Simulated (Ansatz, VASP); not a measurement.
Pb: VASP beside Ansatz

POSCAR

```
Pb
1.0
    0.0000000000      2.4946408835      2.4946408835
    2.4946408835      0.0000000000      2.4946408835
    2.4946408835      2.4946408835      0.0000000000
Pb
1
Direct
    0.0000000000      0.0000000000      0.0000000000
```

The input INCAR.step1:

```
  PREC = Accurate
  ENCUT = 520
  ISMEAR = -1
  SIGMA = 0.3
  LREAL = F
  LASPH = T
  NELM = 80
  NBANDS = 13
  GGA = PE
  ALGO = Normal
  EDIFF = 1E-4
  LWAVE = T
  LCHARG = F
```

Contents of INCAR.step2:

```
  PREC = Accurate
  ENCUT = 520
  EDIFF = 1E-6
  ISMEAR = -1
  SIGMA = 0.3
  LREAL = F
  LASPH = T
  NELM = 80
  ALGO = Normal
  ISIF = 2
  LWAVE = F
  LCHARG = F
  METAGGA = R2SCAN
  LMIXTAU = T
  NBANDS = 13
  ISTART = 1
```

KPOINTS

```
Automatic mesh
0
Gamma
  11 11 11
```

Input for Ansatz:

```yaml
crystal:
  lattice:
    - [0.0, 2.4946408835, 2.4946408835]
    - [2.4946408835, 0.0, 2.4946408835]
    - [2.4946408835, 2.4946408835, 0.0]
  atoms:
    - { symbol: Pb, position: [0.0, 0.0, 0.0] }
hamiltonian:
  xc: r2scan
  pseudopotentials:
    kind: paw
    azcp:
      Pb: "pseudopotentials/Pb.paw.azcp"
basis:
  ecutwfc: 500
  fft_grid_basis: typed
kpoints:
  mp_grid: { grid: [11, 11, 11], shift: [0, 0, 0] }
magnetization:
  spin_polarized: false
scf:
  occupations: { method: fermi_dirac, width: 0.3 }
  lower_state_search: "off"
output:
  stress: true
  write_density: true
  write_potential: true
  elf: true
  volumetric_format: npy
```

Alike in both runs: task single point; functional r2SCAN; k mesh 11 × 11 × 11; occupations fermi-dirac, width 0.3 eV; no spin polarisation.

|  | VASP | Ansatz |
| --- | --- | --- |
| version | VASP 6.6.1 | Ansatz 0.2.0 |
| potentials or method | VASP PAW PBE potentials, release 64 (Pb_d), cutoff 520 eV | plane waves (500 eV) with PAW, scalar-relativistic |
| valence electrons in the cell | 14 | 14 |

```tsv
	VASP	Ansatz	Ansatz less VASP
pressure (GPa)	0.4	0.4	+0.01
```

VASP's potentials were made for PBE, not for r2SCAN.

Neither program's run includes spin-orbit coupling.
